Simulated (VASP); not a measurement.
# Si32Au (a cell with a defect) in VASP: single point with PBE

Aim: the single point of Si32Au (a cell with a defect) with PBE.

Everything below comes from runs of VASP 6.6.1. Logs are shortened: lines on timing, memory, paths and dates and some standing lists are left out, and cuts for length are marked.

## Step 1: The cell of the first run

The cell holds a defect, 33 atoms: a = 9.474 Å, b = 9.474 Å, c = 9.474 Å, α = 109.47°, β = 109.47°, γ = 109.47°.

## Step 2: Single point, PBE

INCAR reads:

```
SYSTEM = Si32Au
PREC     = Accurate       ! precision mode
ENCUT    = 520            ! plane-wave cutoff, eV
EDIFF    = 1E-6           ! SCF threshold, eV
ISMEAR   = 0              ! smearing method
SIGMA    = 0.02           ! smearing width, eV
LREAL    = Auto         
LASPH    = .TRUE.         ! aspherical terms in the spheres
NELM     = 80             ! most SCF steps
ALGO     = Normal         ! electronic algorithm
ISIF     = 2              ! what is computed and relaxed
LWAVE    = .FALSE.        ! write WAVECAR
LCHARG   = .FALSE.        ! write CHGCAR
GGA      = PE             ! functional
NBANDS   = 92             ! bands
NELECT   = 138.0
```

KPOINTS reads:

```
Automatic mesh
0
Gamma
  2 2 2
  0.5 0.5 0.5
```

POSCAR reads:

```
Si32Au
1.0
    5.4700937551     -5.4700937551      5.4700937551
   -5.4700937551     -5.4700937551     -5.4700937551
    5.4700937551      5.4700937551     -5.4700937551
Si Au
32 1
Direct
    0.4996779072      0.0001302537      0.7476611340
    0.7476996160      0.0001196506      0.4996418018
    0.7294691240      0.7409798957      0.7294902389
   -0.0001966145      0.0114328936      0.2705556004
    0.0000007312      0.7483785806      0.4895700366
    0.0000180984      0.4962247672      0.7480615842
    0.2706821978      0.0115136052     -0.0001823552
    0.2520098488      0.7481541786      0.2519770340
    0.2480675946      0.5004796303      0.5003686632
    0.2524432051      0.2525252878      0.7520174579
    0.4896237834      0.7483624931     -0.0000378421
    0.5004276202      0.5005046755      0.2480382532
    0.5103824770      0.2587793854      0.5103416184
    0.7481199013      0.4962506351     -0.0000170929
    0.7520660859      0.2525213574      0.2523955826
    0.0000371109      0.2488380567     -0.0000074039
    0.4998193125      0.2496381344      0.7519127979
    0.7519443330      0.2496154657      0.4997630977
    0.7476848996      0.0014369041      0.7476523590
    0.0000424124      0.2537738953      0.2523435725
    0.0000843678      0.0014029924      0.5113411443
    0.0000688288      0.7387057116      0.7304657249
    0.2524044490      0.2538045164      0.0000079523
    0.2695349597      0.0081653079      0.2695545206
    0.2521964086      0.7498542408      0.5002597986
    0.2480798430      0.4976890017      0.7478073838
    0.5113967192      0.0013874534      0.0000459773
    0.5002966352      0.7498656666      0.2521587493
    0.4888284588      0.4901536646      0.4887877831
    0.7305890317      0.7387809389      0.0000841850
    0.7478564689      0.4976923837      0.2480328603
    0.0000645327      0.5005235966      0.0000206578
    0.0002915855     -0.1207433601      0.0001167256
```

Potentials or basis: VASP PAW PBE potentials, release 64 (Si, Au).

Launch:

```console
cat potpaw_PBE.64/Si/POTCAR potpaw_PBE.64/Au/POTCAR > POTCAR
mpirun -np 1 vasp_std > vasp.out
```

OUTCAR:

```text
SYSTEM = Si32Au
   PREC = Accurate
   ENCUT = 520
   EDIFF = 1E-6
   ISMEAR = 0
   LREAL = Auto
   LASPH = .TRUE.
   NELM = 80
   ISIF = 2
   GGA = PE
   NELECT = 138.0

 ion  position               nearest neighbor table
   1  0.500  0.000  0.748-  19 2.35  17 2.35  27 2.35  25 2.35
   2  0.748  0.000  0.500-  19 2.35  18 2.35  21 2.35  28 2.35
   3  0.729  0.741  0.729-  29 2.31  19 2.36  33 2.45  30 2.57  22 2.57
   4  1.000  0.011  0.271-  21 2.31  20 2.36  33 2.45  30 2.57  24 2.57
   5  0.000  0.748  0.490-  22 2.31  21 2.34  31 2.35  25 2.35
   6  0.000  0.496  0.748-  26 2.35  18 2.35  22 2.36  32 2.37
   7  0.271  0.012  1.000-  27 2.31  23 2.36  33 2.45  22 2.57  24 2.57
   8  0.252  0.748  0.252-  25 2.35  28 2.35  24 2.36  32 2.37
   9  0.248  0.500  0.500-  20 2.35  25 2.35  29 2.35  26 2.35
  10  0.252  0.253  0.752-  23 2.35  26 2.35  21 2.35  17 2.35
  11  0.490  0.748  1.000-  30 2.31  27 2.34  26 2.35  28 2.35
  12  0.500  0.501  0.248-  23 2.35  28 2.35  29 2.35  31 2.35
  13  0.510  0.259  0.510-  24 2.31  29 2.34  17 2.35  18 2.35
  14  0.748  0.496  1.000-  31 2.35  17 2.35  30 2.36  32 2.37
  15  0.752  0.253  0.252-  20 2.35  31 2.35  27 2.35  18 2.35
  16  0.000  0.249  1.000-  19 2.38  20 2.38  23 2.38  32 2.38
  17  0.500  0.250  0.752-  14 2.35   1 2.35  13 2.35  10 2.35
  18  0.752  0.250  0.500-   6 2.35   2 2.35  13 2.35  15 2.35
  19  0.748  0.001  0.748-   1 2.35   2 2.35   3 2.36  16 2.38
  20  0.000  0.254  0.252-  15 2.35   9 2.35   4 2.36  16 2.38
  21  0.000  0.001  0.511-   4 2.31   5 2.34  10 2.35   2 2.35
  22  0.000  0.739  0.730-   5 2.31   6 2.36  33 2.45   7 2.57   3 2.57
  23  0.252  0.254  0.000-  10 2.35  12 2.35   7 2.36  16 2.38
  24  0.270  0.008  0.270-  13 2.31   8 2.36  33 2.45   4 2.57   7 2.57
  25  0.252  0.750  0.500-   8 2.35   9 2.35   5 2.35   1 2.35
  26  0.248  0.498  0.748-   6 2.35  10 2.35  11 2.35   9 2.35
  27  0.511  0.001  0.000-   7 2.31  11 2.34  15 2.35   1 2.35
  28  0.500  0.750  0.252-   8 2.35  12 2.35  11 2.35   2 2.35
  29  0.489  0.490  0.489-   3 2.31  13 2.34   9 2.35  12 2.35
  30  0.731  0.739  0.000-  11 2.31  14 2.36  33 2.46   4 2.57   3 2.57
  31  0.748  0.498  0.248-  14 2.35  15 2.35   5 2.35  12 2.35
  32  0.000  0.501  0.000-  14 2.37   6 2.37   8 2.37  16 2.38
  33  0.000  0.879  0.000-   7 2.45   4 2.45   3 2.45  24 2.45  22 2.45  30 2.46

  LATTYP: Found a body centered cubic cell.
 ALAT       =    10.9401875102

  Lattice vectors:

 A1 = (   5.4700937551,  -5.4700937551,   5.4700937551)
 A2 = (  -5.4700937551,  -5.4700937551,  -5.4700937551)
 A3 = (   5.4700937551,   5.4700937551,  -5.4700937551)

Analysis of symmetry for initial positions (statically):
=====================================================================
 Subroutine PRICEL returns:
 Original cell was already a primitive cell.

 Routine SETGRP: Setting up the symmetry group for a
 body centered cubic supercell.

 Subroutine GETGRP returns: Found  1 space group operations
 (whereof  1 operations were pure point group operations)
 out of a pool of 48 trial point group operations.

The static configuration has the point symmetry C_1 .

Analysis of symmetry for dynamics (positions and initial velocities):
=====================================================================
 Subroutine PRICEL returns:
 Original cell was already a primitive cell.

 Routine SETGRP: Setting up the symmetry group for a
 body centered cubic supercell.

 Subroutine GETGRP returns: Found  1 space group operations
 (whereof  1 operations were pure point group operations)
 out of a pool of 48 trial point group operations.

The dynamic configuration has the point symmetry C_1 .

 Subroutine INISYM returns: Found  1 space group operations
 (whereof  1 operations are pure point group operations),
 and found     1 'primitive' translations

----------------------------------------------------------------------------------------

                                     Primitive cell

  volume of cell :     654.7030

  direct lattice vectors                    reciprocal lattice vectors
     5.470093755 -5.470093755  5.470093755     0.091406112 -0.091406112  0.000000000
    -5.470093755 -5.470093755 -5.470093755     0.000000000 -0.091406112 -0.091406112
     5.470093755  5.470093755 -5.470093755     0.091406112  0.000000000 -0.091406112

  length of vectors
     9.474480306  9.474480306  9.474480306     0.129267763  0.129267763  0.129267763

  position of ions in fractional coordinates (direct lattice)
     0.499677907  0.000130254  0.747661134
     0.747699616  0.000119651  0.499641802
     0.729469124  0.740979896  0.729490239
     0.999803386  0.011432894  0.270555600
     0.000000731  0.748378581  0.489570037
     0.000018098  0.496224767  0.748061584
[... 25 lines left out ...]
     0.000064533  0.500523597  0.000020658
     0.000291586  0.879256640  0.000116726

  ion indices of the primitive-cell ions
   primitive index   ion index
                 1           1
                 2           2
                 3           3
                 4           4
                 5           5
                 6           6
[... 25 lines left out ...]
                32          32
                33          33

----------------------------------------------------------------------------------------

 KPOINTS: Automatic mesh

Automatic generation of k-mesh.
 Grid dimensions read from file:
 generate k-points for:    2    2    2

 Generating k-lattice:

  Cartesian coordinates                     Fractional coordinates (reciprocal lattice)
     0.045703056 -0.045703056  0.000000000     0.500000000  0.000000000  0.000000000
     0.000000000 -0.045703056 -0.045703056     0.000000000  0.500000000  0.000000000
     0.045703056  0.000000000 -0.045703056     0.000000000  0.000000000  0.500000000

  Length of vectors
     0.064633881  0.064633881  0.064633881

  Shift w.r.t. Gamma in fractional coordinates (k-lattice)
     0.500000000  0.500000000  0.500000000

 Subroutine IBZKPT returns following result:
 ===========================================

 Found      4 irreducible k-points:

 Following reciprocal coordinates:
            Coordinates               Weight
  0.250000  0.250000  0.250000      2.000000
 -0.250000  0.250000  0.250000      2.000000
  0.250000 -0.250000  0.250000      2.000000
  0.250000  0.250000 -0.250000      2.000000
   k-points           NKPTS =      4   k-points in BZ     NKDIM =      4   number of bands    NBANDS=     92
   number of dos      NEDOS =    301   number of ions     NIONS =     33
   total plane-waves  NPLWV = 343000
   dimension x,y,z NGX =    70 NGY =   70 NGZ =   70
   dimension x,y,z NGXF=   140 NGYF=  140 NGZF=  140
   ions per type =              32   1
   NGX,Y,Z   is equivalent  to a cutoff of  12.28, 12.28, 12.28 a.u.
   NGXF,Y,Z  is equivalent  to a cutoff of  24.57, 24.57, 24.57 a.u.
 SYSTEM =  Si32Au
   PREC   = accura    normal or accurate (medium, high low for compatibility)
   ISTART =      0    job   : 0-new  1-cont  2-samecut
   ICHARG =      2    charge: 1-file 2-atom 10-const
   ISPIN  =      1    spin polarized calculation?
   LNONCOLLINEAR =      F non collinear calculations
   LSORBIT =      F    spin-orbit coupling
   LASPH  =      T    aspherical Exc in radial PAW
   ENCUT  =  520.0 eV  38.22 Ry    6.18 a.u.  17.62 17.62 17.62*2*pi/ulx,y,z
   NELM   =     80;   NELMIN=  2; NELMDL= -5     # of ELM steps
   EDIFF  = 0.1E-05   stopping-criterion for ELM
   LREAL  =      T    real-space projection
   EDIFFG = 0.1E-04   stopping-criterion for IOM
   NSW    =      0    number of steps for IOM
   IBRION =     -1    ionic relax: 0-MD 1-quasi-New 2-CG
   NFREE  =      0    steps in history (QN), initial steepest desc. (CG)
   ISIF   =      2    stress and relaxation
   ISYM   =      2    0-nonsym 1-usesym 2-fastsym
   POTIM  = 0.5000    time-step for ionic-motion
   TEBEG  =    0.0;   TEEND  =   0.0 temperature during run
   PSTRESS=    0.0 pullay stress
   NELECT =     138.0000    total number of electrons
   NUPDOWN=      -1.0000    fix difference up-down
   EMIN   =  10.00;   EMAX   =-10.00  energy-range for DOS
   EFERMI =   0.00;   METHOD = LEGACY
   ISMEAR =     0;   SIGMA  =   0.02  broadening in eV -4-tet -1-fermi 0-gaus
   EFERMI_NEDOS =   21; number of points for ismear=-14 and -15
   IALGO  =     38    algorithm
   IMIX   =      4    mixing-type and parameters
     AMIX     =   0.40;   BMIX     =  1.00
     AMIX_MAG =   1.60;   BMIX_MAG =  1.00
  volume/ion in A,a.u.               =      19.84       133.88
  Fermi-wavevector in a.u.,A,eV,Ry     =   0.974286  1.841133 12.915100  0.949233
  Thomas-Fermi vector in A             =   2.104733
   LORBIT       =      0    0 simple, 1 ext, 2 COOP (PROOUT), +10 PAW based schemes
   GGA     = PE    functional components
   LHFCALC =     F    Hartree Fock is set to
   AEXX    =    0.0000 exact exchange contribution
   IVDW    =     0    specifies the selected vdW correction
   LEPSILON=     F    determine dielectric tensor
   LRPA    =     F    only Hartree local field effects (RPA)
 non-spin polarized calculation
 Gauss-broadening in eV      SIGMA  =   0.02
  energy-cutoff  :      520.00
  volume of cell :      654.70
 maximum number of plane-waves:     17628
 NGX is ok and might be reduce to    70
   NGX = 35   NGY = 35   NGZ = 35

 number of electron     137.9999999 magnetization

 Free energy of the ion-electron system (eV)
  ---------------------------------------------------
  ext. energy  EPLUGINS =         0.00000000
  ---------------------------------------------------
  free energy    TOTEN  =      -180.59289295 eV

  energy without entropy =     -180.59289295  energy(sigma->0) =     -180.59289295

 E-fermi :   5.7427     XC(G=0):  -9.4845

 val. band max:        5.6083622318   @ k =   0.2500   0.2500   0.2500
 cond. band min:       6.4820577978   @ k =   0.2500  -0.2500   0.2500
 fundamental gap:      0.8736955661
 Fermi energy:         5.7426512948

 k-point     1 :       0.2500    0.2500    0.2500
  band No.  band energies     occupation
      1      -5.5157      2.00000
      2      -5.1661      2.00000
      3      -5.1656      2.00000
      4      -5.1187      2.00000
      5      -3.7086      2.00000
      6      -3.5133      2.00000
[... 325 lines left out ...]
     80       8.2484      0.00000
     81       8.3585      0.00000
 [bands above 81 left out]

------------------------ aborting loop because EDIFF is reached ----------------------------------------

  FORCE on cell =-STRESS in cart. coord.  units (eV):
  Direction    XX          YY          ZZ          XY          YZ          ZX
  --------------------------------------------------------------------------------------
  -------------------------------------------------------------------------------------
  Total        0.7937244      0.7857270      0.7842460     -1.2047429     -1.2125500     -1.2040369
  in kB        1.9423881      1.9228169      1.9191926     -2.9482252     -2.9673306     -2.9464975
  external PRESSURE =       1.9281325 kB  Pullay stress =       0.0000000 kB

 VOLUME and BASIS-vectors are now :
 -----------------------------------------------------------------------------
  energy-cutoff  :      520.00
  volume of cell :      654.70
      direct lattice vectors                 reciprocal lattice vectors
     5.470093755 -5.470093755  5.470093755     0.091406112 -0.091406112  0.000000000
    -5.470093755 -5.470093755 -5.470093755     0.000000000 -0.091406112 -0.091406112
     5.470093755  5.470093755 -5.470093755     0.091406112  0.000000000 -0.091406112

 POSITION                                       TOTAL-FORCE (eV/Angst)
 -----------------------------------------------------------------------------------
      6.82235      1.35578     -1.35720         0.000643      0.000811     -0.001182
      6.82242     -1.35755      1.35625         0.000937     -0.001252      0.000641
      3.92741     -4.05311     -4.05335         0.023883     -0.004860     -0.003624
      6.88644     -4.05159      3.92651        -0.001737     -0.007730      0.023140
     -1.41570     -1.41571     -6.77169        -0.002512     -0.003698      0.005583
      1.37767      1.37747     -6.80626         0.001114      0.000878      0.002189
[... 25 lines left out ...]
     -2.73745     -2.73815     -2.73767        -0.001925     -0.002085     -0.002092
     -4.80738     -4.81057     -4.80866        -0.002512      0.007600      0.001898
 -----------------------------------------------------------------------------------
    total drift:                               -0.000412     -0.000857     -0.001113

  FREE ENERGIE OF THE ION-ELECTRON SYSTEM (eV)
  ---------------------------------------------------
  free  energy   TOTEN  =      -180.5928929500 eV

  energy  without entropy=     -180.5928929500  energy(sigma->0) =     -180.59289295
```

Wall time 6.9 min (1 thread of Intel Xeon Platinum 8259CL at 2.50GHz (Skylake/Cascade Lake), shared host); peak memory 0.74 GiB.

Results:

- Free energy: -180.5929 eV
- Largest force: 0.025 eV/Å

Forces on the atoms (eV/Å):
```
Si   0.001  0.001 -0.001
Si   0.001 -0.001  0.001
Si   0.024 -0.005 -0.004
Si  -0.002 -0.008  0.023
Si  -0.003 -0.004  0.006
Si   0.001  0.001  0.002
Si  -0.002  0.023 -0.007
Si   0.002  0.001  0.001
Si   0.000 -0.001  0.001
Si  -0.001  0.002  0.001
Si  -0.003  0.004 -0.004
Si   0.000  0.002 -0.001
Si   0.006 -0.003 -0.003
Si   0.001  0.002  0.001
Si  -0.001  0.001  0.001
Si  -0.005 -0.005 -0.005
Si   0.000  0.000 -0.001
Si  -0.001 -0.001  0.000
Si  -0.012 -0.006 -0.006
Si  -0.006 -0.006 -0.012
Si  -0.003 -0.002  0.002
Si   0.007  0.009  0.000
Si  -0.006 -0.012 -0.006
Si   0.000  0.006  0.008
Si   0.000 -0.001 -0.001
Si  -0.001 -0.001  0.000
Si  -0.002  0.001 -0.001
Si   0.000 -0.001 -0.001
Si   0.001 -0.002 -0.002
Si   0.007 -0.001  0.010
Si  -0.001  0.000  0.000
Si  -0.002 -0.002 -0.002
Au  -0.003  0.008  0.002
```

Levels at points of the mesh, in eV from the Fermi level:
```tsv
k point	band 66	band 67	band 68	band 69	band 70	band 71	band 72	band 73
(0.25, 0.25, 0.25)	-0.58	-0.51	-0.14	-0.13	1.12	1.32	1.59	1.62
```

Caveat: the cell carries a net charge on a neutralising background, which shifts energy and pressure; the cell is charged against a uniform background, so pressure and absolute levels hang on convention; spin-orbit coupling is left out, which moves the levels of the heavy elements.
